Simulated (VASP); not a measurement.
# Zr (P6_3/mmc) in VASP: further runs

Zr is run at these levels: r2SCAN; tasks: single point, relaxation of cell and atoms.

Everything below comes from runs of VASP 6.6.1. Logs are shortened: lines on timing, memory, paths and dates and some standing lists are left out, and cuts for length are marked.

### 1 The cell of the first run

Symmetry: P6_3/mmc, No. 194, hexagonal system. Conventional cell: a = 3.245 Å, b = 3.245 Å, c = 5.157 Å, α = 90.00°, β = 90.00°, γ = 120.00°. Within 4.2 Å of Zr (site symmetry -6m2) lie 12 Zr at 3.19 to 3.24 Å.

### 2 Single point, r2SCAN

POSCAR reads:

```
Zr
1.0
    3.2445832200      0.0000000000      0.0000000000
   -1.6222916100      2.8098914932      0.0000000000
    0.0000000000      0.0000000000      5.1573641137
Zr
2
Direct
    0.3333333333      0.6666666667      0.2500000000
    0.6666666667      0.3333333333      0.7500000000
```

INCAR.step1 reads:

```
SYSTEM = Zr
ALGO = Normal
EDIFF = 1E-4
ENCUT = 520
GGA = PE
ISMEAR = -1
LASPH = .TRUE.
LCHARG = .FALSE.
LREAL = .FALSE.
LWAVE = .TRUE.
NBANDS = 19
NELM = 100
PREC = Accurate
SIGMA = 0.3
```

INCAR.step2 reads:

```
SYSTEM = Zr
ALGO = Normal
EDIFF = 1E-7
ENCUT = 520
ISIF = 2
ISMEAR = -1
ISTART = 1
LASPH = .TRUE.
LCHARG = .TRUE.
LELF = .TRUE.
LMIXTAU = .TRUE.
LREAL = .FALSE.
LVHAR = .TRUE.
LWAVE = .FALSE.
METAGGA = R2SCAN
NBANDS = 19
NELM = 100
PREC = Accurate
SIGMA = 0.3
```

KPOINTS reads:

```
k-points
0
G
  11 11 6
  0 0 0
```

Potentials or basis: VASP PAW PBE potentials, release 64 (Zr_sv).

The run is started by

```bash
cat potpaw_PBE.64/Zr_sv/POTCAR > POTCAR
cp INCAR.step1 INCAR
mpirun -np 1 vasp_std > vasp.out
cp INCAR.step2 INCAR
mpirun -np 1 vasp_std > vasp.out
```

OUTCAR:

```text
SYSTEM = Zr
   EDIFF = 1E-7
   ENCUT = 520
   ISIF = 2
   ISMEAR = -1
   ISTART = 1
   LASPH = .TRUE.
   LREAL = .FALSE.
   METAGGA = R2SCAN
   NELM = 100
   PREC = Accurate

 ion  position               nearest neighbor table
   1  0.333  0.667  0.250-   2 3.19   2 3.19   2 3.19   2 3.19   2 3.19   2 3.19
   2  0.667  0.333  0.750-   1 3.19   1 3.19   1 3.19   1 3.19   1 3.19   1 3.19

  LATTYP: Found a hexagonal cell.
 ALAT       =     3.2445832200
 C/A-ratio  =     1.5895305387

  Lattice vectors:

 A1 = (   3.2445832200,   0.0000000000,   0.0000000000)
 A2 = (  -1.6222916100,   2.8098914932,   0.0000000000)
 A3 = (   0.0000000000,   0.0000000000,   5.1573641137)

Analysis of symmetry for initial positions (statically):
=====================================================================
 Subroutine PRICEL returns:
 Original cell was already a primitive cell.

 Routine SETGRP: Setting up the symmetry group for a
 hexagonal supercell.

 Subroutine GETGRP returns: Found 24 space group operations
 (whereof 12 operations were pure point group operations)
 out of a pool of 24 trial point group operations.

The static configuration has the point symmetry D_3d.
 The point group associated with its full space group is D_6h.

Analysis of symmetry for dynamics (positions and initial velocities):
=====================================================================
 Subroutine PRICEL returns:
 Original cell was already a primitive cell.

 Routine SETGRP: Setting up the symmetry group for a
 hexagonal supercell.

 Subroutine GETGRP returns: Found 24 space group operations
 (whereof 12 operations were pure point group operations)
 out of a pool of 24 trial point group operations.

The dynamic configuration has the point symmetry D_3d.
 The point group associated with its full space group is D_6h.

 Subroutine INISYM returns: Found 24 space group operations
 (whereof 12 operations are pure point group operations),
 and found     1 'primitive' translations

----------------------------------------------------------------------------------------

                                     Primitive cell

  volume of cell :      47.0193

  direct lattice vectors                    reciprocal lattice vectors
     3.244583220  0.000000000  0.000000000     0.308205995  0.177942814  0.000000000
    -1.622291610  2.809891493  0.000000000     0.000000000  0.355885628  0.000000000
     0.000000000  0.000000000  5.157364114     0.000000000  0.000000000  0.193897498

  length of vectors
     3.244583220  3.244583220  5.157364114     0.355885628  0.355885628  0.193897498

  position of ions in fractional coordinates (direct lattice)
     0.333333333  0.666666667  0.250000000
     0.666666667  0.333333333  0.750000000

  ion indices of the primitive-cell ions
   primitive index   ion index
                 1           1
                 2           2

----------------------------------------------------------------------------------------

 KPOINTS: k-points

Automatic generation of k-mesh.
 Grid dimensions read from file:
 generate k-points for:   11   11    6

 Generating k-lattice:

  Cartesian coordinates                     Fractional coordinates (reciprocal lattice)
     0.028018727  0.016176619  0.000000000     0.090909091  0.000000000  0.000000000
     0.000000000  0.032353239  0.000000000     0.000000000  0.090909091  0.000000000
     0.000000000  0.000000000  0.032316250     0.000000000  0.000000000  0.166666667

  Length of vectors
     0.032353239  0.032353239  0.032316250

  Shift w.r.t. Gamma in fractional coordinates (k-lattice)
     0.000000000  0.000000000  0.000000000

 Subroutine IBZKPT returns following result:
 ===========================================

 Found     64 irreducible k-points:

 Following reciprocal coordinates:
            Coordinates               Weight
  0.000000  0.000000  0.000000      1.000000
  0.090909  0.000000  0.000000      6.000000
  0.181818  0.000000  0.000000      6.000000
  0.272727  0.000000  0.000000      6.000000
  0.363636  0.000000  0.000000      6.000000
  0.454545  0.000000  0.000000      6.000000
[... 16 lines left out ...]
  0.090909  0.090909  0.166667     12.000000
  0.181818  0.090909  0.166667     24.000000
 [... further k-points ...]
   k-points           NKPTS =     64   k-points in BZ     NKDIM =     64   number of bands    NBANDS=     19
   number of dos      NEDOS =    301   number of ions     NIONS =      2
   total plane-waves  NPLWV =  23040
   dimension x,y,z NGX =    24 NGY =   24 NGZ =   40
   dimension x,y,z NGXF=    48 NGYF=   48 NGZF=   80
   ions per type =               2
   NGX,Y,Z   is equivalent  to a cutoff of  12.30, 12.30, 12.89 a.u.
   NGXF,Y,Z  is equivalent  to a cutoff of  24.59, 24.59, 25.79 a.u.
 SYSTEM =  Zr
   PREC   = accura    normal or accurate (medium, high low for compatibility)
   ISTART =      1    job   : 0-new  1-cont  2-samecut
   ICHARG =      0    charge: 1-file 2-atom 10-const
   ISPIN  =      1    spin polarized calculation?
   LNONCOLLINEAR =      F non collinear calculations
   LSORBIT =      F    spin-orbit coupling
   LASPH  =      T    aspherical Exc in radial PAW
   ENCUT  =  520.0 eV  38.22 Ry    6.18 a.u.   6.03  6.03  9.59*2*pi/ulx,y,z
   NELM   =    100;   NELMIN=  2; NELMDL=  0     # of ELM steps
   EDIFF  = 0.1E-06   stopping-criterion for ELM
   LREAL  =      F    real-space projection
   EDIFFG = 0.1E-05   stopping-criterion for IOM
   NSW    =      0    number of steps for IOM
   IBRION =     -1    ionic relax: 0-MD 1-quasi-New 2-CG
   NFREE  =      0    steps in history (QN), initial steepest desc. (CG)
   ISIF   =      2    stress and relaxation
   ISYM   =      2    0-nonsym 1-usesym 2-fastsym
   POTIM  = 0.5000    time-step for ionic-motion
   TEBEG  =    0.0;   TEEND  =   0.0 temperature during run
   PSTRESS=    0.0 pullay stress
   NELECT =      24.0000    total number of electrons
   NUPDOWN=      -1.0000    fix difference up-down
   EMIN   =  10.00;   EMAX   =-10.00  energy-range for DOS
   EFERMI =   0.00;   METHOD = LEGACY
   ISMEAR =    -1;   SIGMA  =   0.30  broadening in eV -4-tet -1-fermi 0-gaus
   EFERMI_NEDOS =   21; number of points for ismear=-14 and -15
   IALGO  =     38    algorithm
   IMIX   =      4    mixing-type and parameters
     AMIX     =   0.40;   BMIX     =  1.00
     AMIX_MAG =   1.60;   BMIX_MAG =  1.00
  volume/ion in A,a.u.               =      23.51       158.65
  Fermi-wavevector in a.u.,A,eV,Ry     =   1.308338  2.472400 23.289736  1.711747
  Thomas-Fermi vector in A             =   2.439011
   LORBIT       =      0    0 simple, 1 ext, 2 COOP (PROOUT), +10 PAW based schemes
   METAGGA = R2SCAN    functional components
   LHFCALC =     F    Hartree Fock is set to
   AEXX    =    0.0000 exact exchange contribution
   IVDW    =     0    specifies the selected vdW correction
   LEPSILON=     F    determine dielectric tensor
   LRPA    =     F    only Hartree local field effects (RPA)
 non-spin polarized calculation
  energy-cutoff  :      520.00
  volume of cell :       47.02
 maximum number of plane-waves:      1292
   NGX = 13   NGY = 13   NGZ = 19

 number of electron      24.0000000 magnetization

 Free energy of the ion-electron system (eV)
  ---------------------------------------------------
  ext. energy  EPLUGINS =         0.00000000
  ---------------------------------------------------
  free energy    TOTEN  =       -45.81542282 eV

  energy without entropy =      -45.11097842  energy(sigma->0) =      -45.46320062

 E-fermi :   8.8489     XC(G=0): -11.9043

 val. band max:        8.8373806609   @ k =   0.3636   0.1818   0.3333
 cond. band min:       8.8641843690   @ k =   0.0909   0.0909   0.0000
 fundamental gap:      0.0268037081
 Fermi energy:         8.8488789419

 k-point     1 :       0.0000    0.0000    0.0000
  band No.  band energies     occupation
      1     -41.6069      2.00000
      2     -41.4450      2.00000
      3     -19.4411      2.00000
      4     -18.5708      2.00000
      5     -18.5708      2.00000
      6     -18.4280      2.00000
[... 11 lines left out ...]
     18      11.3070      0.00055
     19      13.6283      0.00000

 k-point     2 :       0.0909    0.0000    0.0000
  band No.  band energies     occupation
      1     -41.5972      2.00000
      2     -41.4410      2.00000
      3     -19.4151      2.00000
      4     -18.6274      2.00000
      5     -18.5893      2.00000
      6     -18.4867      2.00000
[... 11 lines left out ...]
     18      11.0985      0.00111
     19      13.7809      0.00000

 k-point     3 :       0.1818    0.0000    0.0000
  band No.  band energies     occupation
      1     -41.5705      2.00000
      2     -41.4310      2.00000
      3     -19.3411      2.00000
      4     -18.7793      2.00000
      5     -18.6388      2.00000
      6     -18.6370      2.00000
[... 11 lines left out ...]
     18      11.4512      0.00034
     19      14.0741      0.00000

 k-point     4 :       0.2727    0.0000    0.0000
  band No.  band energies     occupation
      1     -41.5334      2.00000
      2     -41.4197      2.00000
      3     -19.2317      2.00000
      4     -18.9782      2.00000
      5     -18.8282      2.00000
      6     -18.6963      2.00000
[... 11 lines left out ...]
     18      12.3517      0.00002
     19      14.3178      0.00000

 k-point     5 :       0.3636    0.0000    0.0000
  band No.  band energies     occupation
      1     -41.4957      2.00000
      2     -41.4127      2.00000
      3     -19.1598      2.00000
      4     -19.1083      2.00000
      5     -18.9939      2.00000
      6     -18.7485      2.00000
[... 11 lines left out ...]
     18      13.3926      0.00000
     19      14.4618      0.00000

 k-point     6 :       0.4545    0.0000    0.0000
  band No.  band energies     occupation
      1     -41.4694      2.00000
      2     -41.4122      2.00000
      3     -19.2668      2.00000
      4     -19.0894      2.00000
      5     -19.0105      2.00000
      6     -18.7788      2.00000
[... 11 lines left out ...]
     18      14.5230      0.00000
     19      14.5694      0.00000

 k-point     7 :       0.0909    0.0909    0.0000
  band No.  band energies     occupation
      1     -41.5790      2.00000
      2     -41.4341      2.00000
      3     -19.3650      2.00000
      4     -18.7186      2.00000
      5     -18.6568      2.00000
      6     -18.5618      2.00000
[... 11 lines left out ...]
     18      11.3233      0.00052
     19      13.9429      0.00000

 k-point     8 :       0.1818    0.0909    0.0000
  band No.  band energies     occupation
      1     -41.5470      2.00000
      2     -41.4234      2.00000
      3     -19.2730      2.00000
      4     -18.8797      2.00000
      5     -18.7962      2.00000
      6     -18.6488      2.00000
[... 256 lines left out ...]
 k-point    20 :       0.2727    0.0000    0.1667
  band No.  band energies     occupation
      1     -41.5258      2.00000
      2     -41.4274      2.00000
      3     -19.2301      2.00000
      4     -18.9379      2.00000
      5     -18.8625      2.00000
      6     -18.6825      2.00000
[... 11 lines left out ...]
     18      12.2487      0.00002
     19      14.1765      0.00000

 k-point    21 :       0.3636    0.0000    0.1667
  band No.  band energies     occupation
      1     -41.4901      2.00000
      2     -41.4183      2.00000
      3     -19.2442      2.00000
      4     -19.0653      2.00000
      5     -18.9580      2.00000
      6     -18.7332      2.00000
[... 11 lines left out ...]
     18      13.1790      0.00000
     19      14.2943      0.00000

 k-point    22 :       0.4545    0.0000    0.1667
  band No.  band energies     occupation
      1     -41.4656      2.00000
      2     -41.4161      2.00000
      3     -19.3151      2.00000
      4     -19.1479      2.00000
      5     -18.9222      2.00000
      6     -18.7627      2.00000
[... 11 lines left out ...]
     18      14.4019      0.00000
     19      14.4254      0.00000

 k-point    23 :       0.0909    0.0909    0.1667
  band No.  band energies     occupation
      1     -41.5694      2.00000
      2     -41.4439      2.00000
      3     -19.3146      2.00000
      4     -18.7012      2.00000
      5     -18.6681      2.00000
      6     -18.5923      2.00000
[... 11 lines left out ...]
     18      11.5952      0.00021
     19      13.9212      0.00000

 k-point    24 :       0.1818    0.0909    0.1667
  band No.  band energies     occupation
      1     -41.5388      2.00000
      2     -41.4318      2.00000
      3     -19.2490      2.00000
      4     -18.8580      2.00000
      5     -18.8125      2.00000
      6     -18.6596      2.00000
[... 11 lines left out ...]
     18      12.1930      0.00003
     19      14.0449      0.00000

 [... further k-points ...]
[... 5 lines left out ...]
  --------------------------------------------------------------------------------------
  -------------------------------------------------------------------------------------
  Total        0.1874639      0.1874639      0.5477544     -0.0000000     -0.0000000      0.0000000
  in kB        6.3878083      6.3878083     18.6646659     -0.0000000     -0.0000000      0.0000000
  external PRESSURE =      10.4800942 kB  Pullay stress =       0.0000000 kB

 VOLUME and BASIS-vectors are now :
 -----------------------------------------------------------------------------
  energy-cutoff  :      520.00
  volume of cell :       47.02
      direct lattice vectors                 reciprocal lattice vectors
     3.244583220  0.000000000  0.000000000     0.308205995  0.177942814  0.000000000
    -1.622291610  2.809891493  0.000000000     0.000000000  0.355885628  0.000000000
     0.000000000  0.000000000  5.157364114     0.000000000  0.000000000  0.193897498

 POSITION                                       TOTAL-FORCE (eV/Angst)
 -----------------------------------------------------------------------------------
     -0.00000      1.87326      1.28934         0.000000     -0.000000      0.000000
      1.62229      0.93663      3.86802        -0.000000      0.000000      0.000000
 -----------------------------------------------------------------------------------
    total drift:                               -0.000000      0.000000     -0.000000

  FREE ENERGIE OF THE ION-ELECTRON SYSTEM (eV)
  ---------------------------------------------------
  free  energy   TOTEN  =       -45.8154228185 eV

  energy  without entropy=      -45.1109784196  energy(sigma->0) =      -45.46320062
```

It took 3.8 min on 1 thread of Intel Xeon 8259CL, shared host; peak memory 0.2 GiB.

Results:

```
Free energy            : -45.8154 eV
Pressure               : 1.0 GPa
Band gap on the k mesh : zero (bands 12 and 13 overlap by 1.14 eV)
```

Stress tensor (GPa, compression positive):
```
0.64 0.00 0.00
0.00 0.64 0.00
0.00 0.00 1.87
```

Caveat: so wide a smearing shifts energies and pressures; the PAW data sets were made with another functional, which shifts forces and pressure a little.

[end of part 1 of 3]
